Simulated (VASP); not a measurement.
# MgTl2S2 (P-3m1) in VASP: single point with PBE

Aim: the single point of MgTl2S2 with PBE.

All numbers are computed with VASP 6.6.1; they aren't measurements. Logs are shortened: lines on timing, memory, paths and dates and some standing lists are left out, and cuts for length are marked.

## Step 1: The cell of the first run

The structure is trigonal, space group P-3m1 (No. 164). Conventional cell: a = 5.151 Å, b = 5.151 Å, c = 6.217 Å, α = 90.00°, β = 90.00°, γ = 120.00°. Mg (site symmetry -3m) has 6 Tl at 3.02 Å within 4.0 Å. Within 3.4 Å of Tl (site symmetry 3m) lie 1 S at 2.57 Å and 3 Mg at 3.02 Å and 3 Tl at 3.15 Å. Within 3.4 Å of S (site symmetry 3m) lie 1 Tl at 2.57 Å and 3 S at 2.97 Å.

## Step 2: Single point, PBE

Contents of INCAR:

```
SYSTEM = MgTl2S2
  ALGO = Normal
  EDIFF = 1E-6
  ENCUT = 520
  GGA = PE
  ISIF = 2
  ISMEAR = 0
  LASPH = .True.
  LCHARG = .True.
  LELF = .True.
  LREAL = .False.
  LVHAR = .True.
  LWAVE = .False.
  NBANDS = 28
  NELM = 100
  PREC = Accurate
  SIGMA = 0.1
```

Contents of KPOINTS:

```
k-points
0
Gamma
  12 12 6
  0 0 0
```

Contents of POSCAR:

```
MgTl2S2
1.0
    5.1513071087      0.0000000000      0.0000000000
   -2.5756535544      4.4611628188      0.0000000000
    0.0000000000      0.0000000000      6.2174468744
Mg Tl S
1 2 2
Direct
    0.0000000000      0.0000000000      0.0000000000
    0.3333333333      0.6666666667      0.9171236338
    0.6666666667      0.3333333333      0.0828763662
    0.3333333333      0.6666666667      0.5045558143
    0.6666666667      0.3333333333      0.4954441857
```

Potentials or basis: VASP PAW PBE potentials, release 64 (Mg, Tl_d, S).

Command:

```console
> cat potpaw_PBE.64/Mg/POTCAR potpaw_PBE.64/Tl_d/POTCAR potpaw_PBE.64/S/POTCAR > POTCAR
> mpirun -np 1 vasp_std > vasp.out
```

OUTCAR:

```text
SYSTEM = MgTl2S2
   EDIFF = 1E-6
   ENCUT = 520
   GGA = PE
   ISIF = 2
   ISMEAR = 0
   LASPH = .True.
   LREAL = .False.
   NELM = 100
   PREC = Accurate

 ion  position               nearest neighbor table
   1  0.000  0.000  0.000-   2 3.02   3 3.02   2 3.02   3 3.02   3 3.02   2 3.02
   2  0.333  0.667  0.917-   4 2.57   1 3.02   1 3.02   1 3.02   3 3.15   3 3.15   3 3.15
   3  0.667  0.333  0.083-   5 2.57   1 3.02   1 3.02   1 3.02   2 3.15   2 3.15   2 3.15
   4  0.333  0.667  0.505-   2 2.57
   5  0.667  0.333  0.495-   3 2.57

  LATTYP: Found a hexagonal cell.
 ALAT       =     5.1513071087
 C/A-ratio  =     1.2069649010

  Lattice vectors:

 A1 = (   5.1513071087,   0.0000000000,   0.0000000000)
 A2 = (  -2.5756535544,   4.4611628188,   0.0000000000)
 A3 = (   0.0000000000,   0.0000000000,   6.2174468744)

Analysis of symmetry for initial positions (statically):
=====================================================================
 Subroutine PRICEL returns:
 Original cell was already a primitive cell.

 Routine SETGRP: Setting up the symmetry group for a
 hexagonal supercell.

 Subroutine GETGRP returns: Found 12 space group operations
 (whereof 12 operations were pure point group operations)
 out of a pool of 24 trial point group operations.

The static configuration has the point symmetry D_3d.

Analysis of symmetry for dynamics (positions and initial velocities):
=====================================================================
 Subroutine PRICEL returns:
 Original cell was already a primitive cell.

 Routine SETGRP: Setting up the symmetry group for a
 hexagonal supercell.

 Subroutine GETGRP returns: Found 12 space group operations
 (whereof 12 operations were pure point group operations)
 out of a pool of 24 trial point group operations.

The dynamic configuration has the point symmetry D_3d.

 Subroutine INISYM returns: Found 12 space group operations
 (whereof 12 operations are pure point group operations),
 and found     1 'primitive' translations

----------------------------------------------------------------------------------------

                                     Primitive cell

  volume of cell :     142.8820

  direct lattice vectors                    reciprocal lattice vectors
     5.151307109  0.000000000  0.000000000     0.194125487  0.112078402  0.000000000
    -2.575653554  4.461162819  0.000000000     0.000000000  0.224156804  0.000000000
     0.000000000  0.000000000  6.217446874     0.000000000  0.000000000  0.160837723

  length of vectors
     5.151307109  5.151307109  6.217446874     0.224156804  0.224156804  0.160837723

  position of ions in fractional coordinates (direct lattice)
     0.000000000  0.000000000  0.000000000
     0.333333333  0.666666667  0.917123634
     0.666666667  0.333333333  0.082876366
     0.333333333  0.666666667  0.504555814
     0.666666667  0.333333333  0.495444186

  ion indices of the primitive-cell ions
   primitive index   ion index
                 1           1
                 2           2
                 3           3
                 4           4
                 5           5

----------------------------------------------------------------------------------------

 KPOINTS: k-points

Automatic generation of k-mesh.
 Grid dimensions read from file:
 generate k-points for:   12   12    6

 Generating k-lattice:

  Cartesian coordinates                     Fractional coordinates (reciprocal lattice)
     0.016177124  0.009339867  0.000000000     0.083333333  0.000000000  0.000000000
     0.000000000  0.018679734  0.000000000     0.000000000  0.083333333  0.000000000
     0.000000000  0.000000000  0.026806287     0.000000000  0.000000000  0.166666667

  Length of vectors
     0.018679734  0.018679734  0.026806287

  Shift w.r.t. Gamma in fractional coordinates (k-lattice)
     0.000000000  0.000000000  0.000000000

 Subroutine IBZKPT returns following result:
 ===========================================

 Found    100 irreducible k-points:

 Following reciprocal coordinates:
            Coordinates               Weight
  0.000000  0.000000  0.000000      1.000000
  0.083333 -0.000000  0.000000      6.000000
  0.166667  0.000000  0.000000      6.000000
  0.250000  0.000000  0.000000      6.000000
  0.333333  0.000000  0.000000      6.000000
  0.416667  0.000000  0.000000      6.000000
[... 16 lines left out ...]
  0.166667  0.000000  0.166667      6.000000
  0.000000  0.166667  0.166667      6.000000
 [... further k-points ...]
   k-points           NKPTS =    100   k-points in BZ     NKDIM =    100   number of bands    NBANDS=     28
   number of dos      NEDOS =    301   number of ions     NIONS =      5
   total plane-waves  NPLWV =  76800
   dimension x,y,z NGX =    40 NGY =   40 NGZ =   48
   dimension x,y,z NGXF=    80 NGYF=   80 NGZF=   96
   ions per type =               1   2   2
   NGX,Y,Z   is equivalent  to a cutoff of  12.91, 12.91, 12.83 a.u.
   NGXF,Y,Z  is equivalent  to a cutoff of  25.82, 25.82, 25.67 a.u.
 SYSTEM =  MgTl2S2
   PREC   = accura    normal or accurate (medium, high low for compatibility)
   ISTART =      0    job   : 0-new  1-cont  2-samecut
   ICHARG =      2    charge: 1-file 2-atom 10-const
   ISPIN  =      1    spin polarized calculation?
   LNONCOLLINEAR =      F non collinear calculations
   LSORBIT =      F    spin-orbit coupling
   LASPH  =      T    aspherical Exc in radial PAW
   ENCUT  =  520.0 eV  38.22 Ry    6.18 a.u.   9.58  9.58 11.56*2*pi/ulx,y,z
   NELM   =    100;   NELMIN=  2; NELMDL= -5     # of ELM steps
   EDIFF  = 0.1E-05   stopping-criterion for ELM
   LREAL  =      F    real-space projection
   EDIFFG = 0.1E-04   stopping-criterion for IOM
   NSW    =      0    number of steps for IOM
   IBRION =     -1    ionic relax: 0-MD 1-quasi-New 2-CG
   NFREE  =      0    steps in history (QN), initial steepest desc. (CG)
   ISIF   =      2    stress and relaxation
   ISYM   =      2    0-nonsym 1-usesym 2-fastsym
   POTIM  = 0.5000    time-step for ionic-motion
   TEBEG  =    0.0;   TEEND  =   0.0 temperature during run
   PSTRESS=    0.0 pullay stress
   NELECT =      40.0000    total number of electrons
   NUPDOWN=      -1.0000    fix difference up-down
   EMIN   =  10.00;   EMAX   =-10.00  energy-range for DOS
   EFERMI =   0.00;   METHOD = LEGACY
   ISMEAR =     0;   SIGMA  =   0.10  broadening in eV -4-tet -1-fermi 0-gaus
   EFERMI_NEDOS =   21; number of points for ismear=-14 and -15
   IALGO  =     38    algorithm
   IMIX   =      4    mixing-type and parameters
     AMIX     =   0.40;   BMIX     =  1.00
     AMIX_MAG =   1.60;   BMIX_MAG =  1.00
  volume/ion in A,a.u.               =      28.58       192.84
  Fermi-wavevector in a.u.,A,eV,Ry     =   1.070949  2.023801 15.604966  1.146933
  Thomas-Fermi vector in A             =   2.206675
   LORBIT       =      0    0 simple, 1 ext, 2 COOP (PROOUT), +10 PAW based schemes
   GGA     = PE    functional components
   LHFCALC =     F    Hartree Fock is set to
   AEXX    =    0.0000 exact exchange contribution
   IVDW    =     0    specifies the selected vdW correction
   LEPSILON=     F    determine dielectric tensor
   LRPA    =     F    only Hartree local field effects (RPA)
 non-spin polarized calculation
 Gauss-broadening in eV      SIGMA  =   0.10
  energy-cutoff  :      520.00
  volume of cell :      142.88
 maximum number of plane-waves:      3888
 NGX is ok and might be reduce to    40
   NGX = 19   NGY = 19   NGZ = 23

 number of electron      39.9999996 magnetization

 Free energy of the ion-electron system (eV)
  ---------------------------------------------------
  ext. energy  EPLUGINS =         0.00000000
  ---------------------------------------------------
  free energy    TOTEN  =       -12.28582144 eV

  energy without entropy =      -12.28047519  energy(sigma->0) =      -12.28314831

 E-fermi :   3.4000     XC(G=0):  -8.7223

 val. band max:        3.3838040882   @ k =   0.3333   0.0000   0.1667
 cond. band min:       3.4095735816   @ k =   0.5000   0.0000   0.3333
 fundamental gap:      0.0257694934
 Fermi energy:         3.3999734415

 k-point     1 :       0.0000    0.0000    0.0000
  band No.  band energies     occupation
      1      -9.6361      2.00000
      2      -8.5422      2.00000
      3      -8.2902      2.00000
      4      -8.2902      2.00000
      5      -8.2151      2.00000
      6      -8.2151      2.00000
[... 20 lines left out ...]
     27       9.2145      0.00000
     28      10.0901      0.00000

 k-point     2 :       0.0833   -0.0000    0.0000
  band No.  band energies     occupation
      1      -9.6171      2.00000
      2      -8.5560      2.00000
      3      -8.3034      2.00000
      4      -8.2976      2.00000
      5      -8.1977      2.00000
      6      -8.1945      2.00000
[... 20 lines left out ...]
     27       9.3174      0.00000
     28       9.7712      0.00000

 k-point     3 :       0.1667    0.0000    0.0000
  band No.  band energies     occupation
      1      -9.5619      2.00000
      2      -8.5950      2.00000
      3      -8.3239      2.00000
      4      -8.3104      2.00000
      5      -8.1575      2.00000
      6      -8.1529      2.00000
[... 20 lines left out ...]
     27       9.2674      0.00000
     28       9.5417      0.00000

 k-point     4 :       0.2500    0.0000    0.0000
  band No.  band energies     occupation
      1      -9.4764      2.00000
      2      -8.6554      2.00000
      3      -8.3397      2.00000
      4      -8.3212      2.00000
      5      -8.1080      2.00000
      6      -8.1070      2.00000
[... 20 lines left out ...]
     27       9.2401      0.00000
     28       9.4040      0.00000

 k-point     5 :       0.3333    0.0000    0.0000
  band No.  band energies     occupation
      1      -9.3718      2.00000
      2      -8.7325      2.00000
      3      -8.3494      2.00000
      4      -8.3279      2.00000
      5      -8.0648      2.00000
      6      -8.0627      2.00000
[... 20 lines left out ...]
     27       9.5679      0.00000
     28       9.6923      0.00000

 k-point     6 :       0.4167    0.0000    0.0000
  band No.  band energies     occupation
      1      -9.2706      2.00000
      2      -8.8127      2.00000
      3      -8.3542      2.00000
      4      -8.3306      2.00000
      5      -8.0576      2.00000
      6      -8.0336      2.00000
[... 463 lines left out ...]
      5      -8.1991      2.00000
      6      -8.1947      2.00000
[... 20 lines left out ...]
     27       9.6085      0.00000
     28       9.8257      0.00000

 k-point    22 :       0.0000    0.0833    0.1667
  band No.  band energies     occupation
      1      -9.5910      2.00000
      2      -8.5385      2.00000
      3      -8.3033      2.00000
      4      -8.2988      2.00000
      5      -8.1984      2.00000
      6      -8.1957      2.00000
[... 20 lines left out ...]
     27       9.6147      0.00000
     28       9.8365      0.00000

 k-point    23 :       0.1667    0.0000    0.1667
  band No.  band energies     occupation
      1      -9.5356      2.00000
      2      -8.5747      2.00000
      3      -8.3246      2.00000
      4      -8.3124      2.00000
      5      -8.1601      2.00000
      6      -8.1530      2.00000
[... 20 lines left out ...]
     27       9.0272      0.00000
     28       9.6577      0.00000

 k-point    24 :       0.0000    0.1667    0.1667
  band No.  band energies     occupation
      1      -9.5356      2.00000
      2      -8.5747      2.00000
      3      -8.3238      2.00000
      4      -8.3119      2.00000
      5      -8.1610      2.00000
      6      -8.1543      2.00000
[... 20 lines left out ...]
     27       9.0728      0.00000
     28       9.8681      0.00000

 [... further k-points ...]

------------------------ aborting loop because EDIFF is reached ----------------------------------------

  FORCE on cell =-STRESS in cart. coord.  units (eV):
  Direction    XX          YY          ZZ          XY          YZ          ZX
  --------------------------------------------------------------------------------------
  -------------------------------------------------------------------------------------
  Total       -0.0730082     -0.0730082     -0.0602345      0.0000000      0.0000000     -0.0000000
  in kB       -0.8186620     -0.8186620     -0.6754267      0.0000000      0.0000000     -0.0000000
  external PRESSURE =      -0.7709169 kB  Pullay stress =       0.0000000 kB

 VOLUME and BASIS-vectors are now :
 -----------------------------------------------------------------------------
  energy-cutoff  :      520.00
  volume of cell :      142.88
      direct lattice vectors                 reciprocal lattice vectors
     5.151307109  0.000000000  0.000000000     0.194125487  0.112078402  0.000000000
    -2.575653554  4.461162819  0.000000000     0.000000000  0.224156804  0.000000000
     0.000000000  0.000000000  6.217446874     0.000000000  0.000000000  0.160837723

 POSITION                                       TOTAL-FORCE (eV/Angst)
 -----------------------------------------------------------------------------------
      0.00000      0.00000      0.00000        -0.000000      0.000000     -0.000000
     -0.00000      2.97411      5.70217        -0.000000      0.000000     -0.005085
      2.57565      1.48705      0.51528         0.000000     -0.000000      0.005085
     -0.00000      2.97411      3.13705        -0.000000     -0.000000      0.005682
      2.57565      1.48705      3.08040         0.000000      0.000000     -0.005682
 -----------------------------------------------------------------------------------
    total drift:                                0.000000     -0.000000      0.000000

  FREE ENERGIE OF THE ION-ELECTRON SYSTEM (eV)
  ---------------------------------------------------
  free  energy   TOTEN  =       -12.2858214365 eV

  energy  without entropy=      -12.2804751889  energy(sigma->0) =      -12.28314831
```

Wall time 7.9 min (1 thread of Oxide Virtual Turin-like, shared host); peak memory 0.49 GiB.

What came out:

```yaml
Free_energy: -12.2858 eV
Pressure: -0.1 GPa
Largest_force: 0.006 eV/Å
Band_gap_on_the_k_mesh: zero (bands 20 and 21 overlap by 0.73 eV)
```

Forces in eV/Å, atoms in the order of the input:
```
Mg   0.000  0.000  0.000
Tl   0.000  0.000 -0.005
Tl   0.000  0.000  0.005
S    0.000  0.000  0.006
S    0.000  0.000 -0.006
```

Caveat: spin-orbit coupling is left out, which moves the levels of the heavy elements.
